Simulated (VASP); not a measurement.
Here is a VASP 6.6.1 calculation.

INCAR

```
ALGO     = Normal         # electronic algorithm
EDIFF    = 1E-7           # SCF threshold, eV
ENCUT    = 520            # plane-wave cutoff, eV
GGA      = RE             # functional
ISIF     = 2              # what is computed and relaxed
ISMEAR   = -1             # smearing method
LASPH    = T              # aspherical terms in the spheres
LCHARG   = F              # write CHGCAR
LREAL    = F              # projectors in reciprocal space
LWAVE    = F              # write WAVECAR
NBANDS   = 15             # bands
NELM     = 60             # most SCF steps
PREC     = Accurate       # precision mode
SIGMA    = 0.05           # smearing width, eV
```

KPOINTS

```
k-points
0
Gamma
  10 10 9
```

Contents of POSCAR:

```
TaN
1.0
    2.9599443455     -0.0000000029      0.0000000000
   -1.4799721702      2.5633869984      0.0000000000
    0.0000000000      0.0000000000      2.9077590023
Ta N
1 1
Direct
    0.3333333333      0.6666666667      0.5000000000
    0.0000000000      0.0000000000      0.0000000000
```

Potentials or basis: VASP PAW PBE potentials, release 64 (Ta_pv, N).

The run is started by

```console
$ cat potpaw_PBE.64/Ta_pv/POTCAR potpaw_PBE.64/N/POTCAR > POTCAR
$ mpirun -np 1 vasp_std > vasp.out
```

Task: Predict the band gap on the k mesh.

Result: Zero (band 8 reaches 8.32 eV, above the bottom of band 9 at 8.03 eV).

Task: Predict the pressure.

Result: 0.6 GPa.

Stress tensor (GPa, compression positive):
```
0.55 0.00 0.00
0.00 0.55 0.00
0.00 0.00 0.71
```

Caveat: the PAW data sets were made with another functional, which shifts forces and pressure a little; spin-orbit coupling is left out, which moves the levels of the heavy elements.
